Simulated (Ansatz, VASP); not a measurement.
# H3WCl4: VASP beside Ansatz

```
H W Cl
1.0
     3.86268    2.23012    3.59741
    -3.86268    2.23012    3.59741
     0.00000   -4.46024    3.59741
H W Cl
3 1 4
Direct
  0.81507 0.81507 0.19831
  0.81507 0.19831 0.81507
  0.19831 0.81507 0.81507
  0.95969 0.95969 0.95969
  0.75594 0.75594 0.75594
  0.23933 0.81726 0.23933
  0.81726 0.23933 0.23933
  0.23933 0.23933 0.81726
```

Alike in both runs: functional PBE; k mesh 3 × 3 × 3; occupations gaussian, width 0.2 eV; no spin polarisation.

Ansatz relaxed the structure, and its values are those at the end. VASP's run is a single point on that final structure, the one shown.

|  | VASP | Ansatz |
| --- | --- | --- |
| version | VASP 6.6.1 | Ansatz 0.2.0 |
| potentials or method | VASP PAW PBE potentials, release 64 (H, W_sv, Cl), cutoff 520 eV | scalar-relativistic, plane waves, PAW |
| valence electrons in the cell | 45 | 45 |

```csv
,VASP,Ansatz,Ansatz less VASP
pressure (GPa),-0.1,0.0,+0.06
rms of the force components (eV/Å),0.013,0.013,-0.0001
```

The k mesh is coarse, so the values compare programs but aren't converged. Neither program's run includes spin-orbit coupling.
